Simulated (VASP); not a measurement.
# SiC (P6_3mc) in VASP: notebook, part 2 of 3

VASP 6.6.1. Earlier steps stand in the parts before.

### 4 Relaxation of cell and atoms, PBEsol

This run uses another cell than the first one, of 10.50 Å³/atom, 1.016 times its volume.

INCAR reads:

```
PREC = Accurate
ENCUT = 600
EDIFF = 1E-6
ISMEAR = -1
SIGMA = 0.02
LREAL = False
LASPH = True
NELM = 60
ALGO = Normal
ISIF = 3
LWAVE = False
LCHARG = False
GGA = PS
IBRION = 2
NSW = 80
EDIFFG = -0.005
```

KPOINTS reads:

```
regular mesh
0
Gamma
  12 12 2
```

POSCAR reads:

```
SiC
1.0
    3.0940914225      0.0000000000      0.0000000000
   -1.5470457112      2.6795617735      0.0000000000
    0.0000000000      0.0000000000     10.1296046825
Si C
4 4
Direct
    0.6666666667      0.3333333333      0.9378481361
    0.3333333333      0.6666666667      0.4378481361
    0.0000000000      0.0000000000      0.6878946538
    0.0000000000      0.0000000000      0.1878946538
    0.6666666667      0.3333333333      0.7498045638
    0.3333333333      0.6666666667      0.2498045638
    0.0000000000      0.0000000000      0.5004516463
    0.0000000000      0.0000000000      0.0004516463
```

Potentials or basis: VASP PAW PBE potentials, release 64 (Si, C).

Command:

```
cat potpaw_PBE.64/Si/POTCAR potpaw_PBE.64/C/POTCAR > POTCAR
mpirun -np 1 vasp_std > vasp.out
```

OUTCAR:

```text
PREC = Accurate
   ENCUT = 600
   EDIFF = 1E-6
   ISMEAR = -1
   LREAL = False
   LASPH = True
   NELM = 60
   ISIF = 3
   GGA = PS
   IBRION = 2
   NSW = 80
   EDIFFG = -0.005

 ion  position               nearest neighbor table
   1  0.667  0.333  0.938-   8 1.90   8 1.90   8 1.90   5 1.90   3 3.10   3 3.10   3 3.10   4 3.10
                             4 3.10   4 3.10
   2  0.333  0.667  0.438-   7 1.90   7 1.90   7 1.90   6 1.90   4 3.10   4 3.10   4 3.10   3 3.10
                             3 3.10   3 3.10
   3  0.000  0.000  0.688-   5 1.89   5 1.89   5 1.89   7 1.90   1 3.10   1 3.10   1 3.10   2 3.10
                             2 3.10   2 3.10
   4  0.000  0.000  0.188-   6 1.89   6 1.89   6 1.89   8 1.90   2 3.10   2 3.10   2 3.10   1 3.10
                             1 3.10   1 3.10
   5  0.667  0.333  0.750-   3 1.89   3 1.89   3 1.89   1 1.90
   6  0.333  0.667  0.250-   4 1.89   4 1.89   4 1.89   2 1.90
   7  0.000  0.000  0.500-   2 1.90   2 1.90   2 1.90   3 1.90
   8  0.000  0.000  0.000-   1 1.90   1 1.90   1 1.90   4 1.90

  LATTYP: Found a hexagonal cell.
 ALAT       =     3.0940914225
 C/A-ratio  =     3.2738543564

  Lattice vectors:

 A1 = (   3.0940914225,   0.0000000000,   0.0000000000)
 A2 = (  -1.5470457112,   2.6795617735,   0.0000000000)
 A3 = (   0.0000000000,   0.0000000000,  10.1296046825)

Analysis of symmetry for initial positions (statically):
=====================================================================
 Subroutine PRICEL returns:
 Original cell was already a primitive cell.

 Routine SETGRP: Setting up the symmetry group for a
 hexagonal supercell.

 Subroutine GETGRP returns: Found 12 space group operations
 (whereof  6 operations were pure point group operations)
 out of a pool of 24 trial point group operations.

The static configuration has the point symmetry C_3v.
 The point group associated with its full space group is C_6v.

Analysis of symmetry for dynamics (positions and initial velocities):
=====================================================================
 Subroutine PRICEL returns:
 Original cell was already a primitive cell.

 Routine SETGRP: Setting up the symmetry group for a
 hexagonal supercell.

 Subroutine GETGRP returns: Found 12 space group operations
 (whereof  6 operations were pure point group operations)
 out of a pool of 24 trial point group operations.

The dynamic configuration has the point symmetry C_3v.
 The point group associated with its full space group is C_6v.

 Subroutine INISYM returns: Found 12 space group operations
 (whereof  6 operations are pure point group operations),
 and found     1 'primitive' translations

----------------------------------------------------------------------------------------

                                     Primitive cell

  volume of cell :      83.9826

  direct lattice vectors                    reciprocal lattice vectors
     3.094091423  0.000000000  0.000000000     0.323196656  0.186597676  0.000000000
    -1.547045711  2.679561774  0.000000000     0.000000000  0.373195352  0.000000000
     0.000000000  0.000000000 10.129604683     0.000000000  0.000000000  0.098720536

  length of vectors
     3.094091423  3.094091422 10.129604683     0.373195352  0.373195352  0.098720536

  position of ions in fractional coordinates (direct lattice)
     0.666666667  0.333333333  0.937848136
[... 51 lines left out ...]
  0.333333  0.000000  0.000000      6.000000
  0.416667  0.000000  0.000000      6.000000
[... 16 lines left out ...]
  0.250000 -0.000000  0.500000      6.000000
  0.333333  0.000000  0.500000      6.000000
 [... further k-points ...]
   k-points           NKPTS =     38   k-points in BZ     NKDIM =     38   number of bands    NBANDS=     21
   number of dos      NEDOS =    301   number of ions     NIONS =      8
   total plane-waves  NPLWV =  65856
   dimension x,y,z NGX =    28 NGY =   28 NGZ =   84
   dimension x,y,z NGXF=    56 NGYF=   56 NGZF=  168
   ions per type =               4   4
   NGX,Y,Z   is equivalent  to a cutoff of  15.04, 15.04, 13.79 a.u.
   NGXF,Y,Z  is equivalent  to a cutoff of  30.09, 30.09, 27.57 a.u.
 SYSTEM =  unknown system
   PREC   = accura    normal or accurate (medium, high low for compatibility)
   ISTART =      0    job   : 0-new  1-cont  2-samecut
   ICHARG =      2    charge: 1-file 2-atom 10-const
   ISPIN  =      1    spin polarized calculation?
   LNONCOLLINEAR =      F non collinear calculations
   LSORBIT =      F    spin-orbit coupling
   LASPH  =      T    aspherical Exc in radial PAW
   ENCUT  =  600.0 eV  44.10 Ry    6.64 a.u.   6.18  6.18 20.23*2*pi/ulx,y,z
   NELM   =     60;   NELMIN=  2; NELMDL= -5     # of ELM steps
   EDIFF  = 0.1E-05   stopping-criterion for ELM
   LREAL  =      F    real-space projection
   EDIFFG = -.5E-02   stopping-criterion for IOM
   NSW    =     80    number of steps for IOM
   IBRION =      2    ionic relax: 0-MD 1-quasi-New 2-CG
   NFREE  =      1    steps in history (QN), initial steepest desc. (CG)
   ISIF   =      3    stress and relaxation
   ISYM   =      2    0-nonsym 1-usesym 2-fastsym
   POTIM  = 0.5000    time-step for ionic-motion
   TEBEG  =    0.0;   TEEND  =   0.0 temperature during run
   PSTRESS=    0.0 pullay stress
   NELECT =      32.0000    total number of electrons
   NUPDOWN=      -1.0000    fix difference up-down
   EMIN   =  10.00;   EMAX   =-10.00  energy-range for DOS
   EFERMI =   0.00;   METHOD = LEGACY
   ISMEAR =    -1;   SIGMA  =   0.02  broadening in eV -4-tet -1-fermi 0-gaus
   EFERMI_NEDOS =   21; number of points for ismear=-14 and -15
   IALGO  =     38    algorithm
   IMIX   =      4    mixing-type and parameters
     AMIX     =   0.40;   BMIX     =  1.00
     AMIX_MAG =   1.60;   BMIX_MAG =  1.00
  volume/ion in A,a.u.               =      10.50        70.84
  Fermi-wavevector in a.u.,A,eV,Ry     =   1.186848  2.242817 19.165270  1.408608
  Thomas-Fermi vector in A             =   2.323012
   LORBIT       =      0    0 simple, 1 ext, 2 COOP (PROOUT), +10 PAW based schemes
   GGA     = PS    functional components
   LHFCALC =     F    Hartree Fock is set to
   AEXX    =    0.0000 exact exchange contribution
   IVDW    =     0    specifies the selected vdW correction
   LEPSILON=     F    determine dielectric tensor
   LRPA    =     F    only Hartree local field effects (RPA)
 conjugate gradient relaxation of ions
 non-spin polarized calculation
  energy-cutoff  :      600.00
  volume of cell :       83.98
 maximum number of plane-waves:      2820
 NGX is ok and might be reduce to    28
   NGX = 13   NGY = 13   NGZ = 41

--------------------------------------- Ionic step        1  -------------------------------------------

 number of electron      32.0000000 magnetization

 Free energy of the ion-electron system (eV)
  ---------------------------------------------------
  ext. energy  EPLUGINS =         0.00000000
  ---------------------------------------------------
  free energy    TOTEN  =       -63.66452649 eV

  energy without entropy =      -63.66452649  energy(sigma->0) =      -63.66452649

------------------------ aborting loop because EDIFF is reached ----------------------------------------

  FORCE on cell =-STRESS in cart. coord.  units (eV):
  Direction    XX          YY          ZZ          XY          YZ          ZX
  --------------------------------------------------------------------------------------
  -------------------------------------------------------------------------------------
  Total       -1.6637100     -1.6637100     -1.6551869     -0.0000000      0.0000000      0.0000000
  in kB      -31.7394069    -31.7394069    -31.5768074     -0.0000000      0.0000000      0.0000000
  external PRESSURE =     -31.6852071 kB  Pullay stress =       0.0000000 kB
[... 71 lines left out ...]
--------------------------------------- Ionic step        3  -------------------------------------------

 number of electron      31.9999999 magnetization

 Free energy of the ion-electron system (eV)
  ---------------------------------------------------
  ext. energy  EPLUGINS =         0.00000000
  ---------------------------------------------------
  free energy    TOTEN  =       -63.67687528 eV

  energy without entropy =      -63.67687528  energy(sigma->0) =      -63.67687528

 E-fermi :   8.5083     XC(G=0): -11.5026

 val. band max:        8.1244935575   @ k =   0.0000   0.0000   0.0000
 cond. band min:      10.2337212202   @ k =   0.5000  -0.0000   0.0000
 fundamental gap:      2.1092276627
 Fermi energy:         8.5083023516

 k-point     1 :       0.0000    0.0000    0.0000
  band No.  band energies     occupation
      1      -7.3776      2.00000
      2      -6.1948      2.00000
      3      -6.1584      2.00000
      4      -3.7741      2.00000
      5      -0.5497      2.00000
      6       3.7199      2.00000
[... 565 lines left out ...]
     20      12.9079      0.00000
     21      14.2564      0.00000

 [... further k-points ...]
[... 5 lines left out ...]
  --------------------------------------------------------------------------------------
  -------------------------------------------------------------------------------------
  Total        0.0055810      0.0055810     -0.0171468      0.0000000     -0.0000000      0.0000000
  in kB        0.1080526      0.1080526     -0.3319732      0.0000000     -0.0000000      0.0000000
  external PRESSURE =      -0.0386226 kB  Pullay stress =       0.0000000 kB
[... 23 lines left out ...]
  FREE ENERGIE OF THE ION-ELECTRON SYSTEM (eV)
  ---------------------------------------------------
  free  energy   TOTEN  =       -63.6768752834 eV

  energy  without entropy=      -63.6768752833  energy(sigma->0) =      -63.67687528

 reached required accuracy - stopping structural energy minimisation
```

Run time: 3.5 min. Hardware: 1 thread of Intel Xeon Platinum 8259CL at 2.50GHz (Skylake/Cascade Lake), shared host; peak memory 0.28 GiB.

What came out:

```yaml
Free_energy: -63.6769 eV
Relaxed_volume: 10.34 Å³/atom
Relaxed_cell: a = 3.079 Å, b = 3.079 Å, c = 10.080 Å, α = 90.00°, β = 90.00°, γ = 120.00°
Space_group_after_relaxing_to_0.05_Å: P6_3mc (No. 186)
Energy_gained_by_relaxing: 1.5 meV/atom
Ionic_steps: 3
Pressure_after_relaxing: 0.0 GPa
Largest_force_after_relaxing: 0.005 eV/Å
Band_gap_on_the_k_mesh: 2.11 eV, indirect (least direct gap 3.23 eV)
```

Forces on the atoms (eV/Å):
```
Si   0.000  0.000 -0.005
Si   0.000  0.000 -0.005
Si   0.000  0.000  0.002
Si   0.000  0.000  0.002
C    0.000  0.000  0.002
C    0.000  0.000  0.002
C    0.000  0.000  0.001
C    0.000  0.000  0.001
```

The path:
```csv
step,energy change (eV),largest force (eV/Å),pressure (GPa),volume (Å³)
1,0.0000,0.0017,-3.17,83.98
2,0.0014,0.0116,3.52,81.48
3,-0.0123,0.0046,0.00,82.75
```

Final structure:
```yaml
crystal:
  lattice:
    - [3.07891, 0.00000, 0.00000]
    - [-1.53945, 2.66641, 0.00000]
    - [0.00000, 0.00000, 10.08014]
  atoms:
    - { symbol: Si, position: [0.66667, 0.33333, 0.93785] }
    - { symbol: Si, position: [0.33333, 0.66667, 0.43785] }
    - { symbol: Si, position: [0.00000, 0.00000, 0.68789] }
    - { symbol: Si, position: [0.00000, 0.00000, 0.18789] }
    - { symbol: C, position: [0.66667, 0.33333, 0.74980] }
    - { symbol: C, position: [0.33333, 0.66667, 0.24980] }
    - { symbol: C, position: [0.00000, 0.00000, 0.50045] }
    - { symbol: C, position: [0.00000, 0.00000, 0.00045] }
```

Caveat: the PAW data sets were made with another functional, which shifts forces and pressure a little. Expect the measured gap to be larger: semilocal functionals such as PBEsol lack the derivative discontinuity.

[end of part 2 of 3]
